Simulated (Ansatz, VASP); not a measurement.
**One calculation of Al, two programs**

Contents of INCAR:

```
PREC = Accurate
ENCUT = 520
EDIFF = 1E-7
ISMEAR = 0
SIGMA = 0.1
LREAL = False
LASPH = True
NELM = 100
ALGO = Normal
ISIF = 2
LWAVE = False
LCHARG = False
GGA = PE
NBANDS = 10
```

File KPOINTS:

```
regular mesh
0
Gamma
  8 8 18
```

POSCAR

```
Al
1.0
    4.2142044188      0.0000000000      0.0042288317
    0.0000000000      4.2142065406      0.0000000000
   -2.1051736285      0.0000000000      1.9504544755
Al
2
Direct
    0.0000000000      0.0000000000      0.0000000000
    0.5000000000      0.5000000000      0.0000000000
```

Input for Ansatz:

```yaml
crystal:
  lattice:
    - [4.2142044188, 0.0, 0.0042288317]
    - [0.0, 4.2142065406, 0.0]
    - [-2.1051736285, 0.0, 1.9504544755]
  atoms:
    - { symbol: Al, position: [0.0, 0.0, 0.0] }
    - { symbol: Al, position: [0.5, 0.5, 0.0] }
basis:
  ecutwfc: 420
kpoints:
  mp_grid: { grid: [8, 8, 18] }
hamiltonian:
  xc: pbe
scf:
  occupations: { method: gaussian, width: 0.1 }
  algorithm: direct_min
output:
  forces: true
  eigenvalues: true
  stress: true
```

Alike in both runs: task single point; functional PBE; k mesh 8 × 8 × 18; occupations gaussian, width 0.1 eV; no spin polarisation.

```csv
,VASP,Ansatz
version,VASP 6.6.1,Ansatz 0.2.0
potentials or method,"VASP PAW PBE potentials, release 64 (Al), cutoff 520 eV","scalar-relativistic, plane waves, PAW"
valence electrons in the cell,6,6
```

```csv
,VASP,Ansatz,Ansatz less VASP
gap on the k mesh at the Fermi level (eV),none,none,-
pressure (GPa),-3.2,-3.2,+0.03
"traceless stress, the component that is largest in VASP (GPa)",3.22,3.22,+0.002
```

A gap of «none» marks a metal or a gap that the smearing closes. The functional is the same, so the differences come from potentials, cutoffs and numerics.
